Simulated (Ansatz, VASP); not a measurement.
**Zn: VASP beside Ansatz**

```xyz
2
Lattice="2.6700 0.0000 0.0000 -1.3350 2.3123 0.0000 0.0000 0.0000 4.9660" Properties=species:S:1:pos:R:3 pbc="T T T"
Zn    0.0000    1.5415    1.2415
Zn    1.3350    0.7708    3.7245
```

Alike in both runs: task single point; functional r2SCAN; k mesh 17 × 17 × 8; occupations fermi-dirac, width 0.15 eV; no spin polarisation.

|  | VASP | Ansatz |
| --- | --- | --- |
| version | VASP 6.6.1 | Ansatz 0.2.0 |
| potentials or method | VASP PAW PBE potentials, release 64 (Zn), cutoff 550 eV | plane waves, PAW |
| valence electrons in the cell | 24 | 24 |

Ansatz gave:

- gap on the k mesh at the Fermi level (eV): none
- pressure (GPa): -4.8
- traceless stress, the component that is largest in VASP (GPa): 1.16

Task: Estimate VASP's values.

Result: gap on the k mesh at the Fermi level (eV): none; pressure (GPa): -4.5; traceless stress, the component that is largest in VASP (GPa): 1.10.

VASP's potentials were made for PBE, not for r2SCAN. A gap of «none» marks a metal or a gap that the smearing closes.
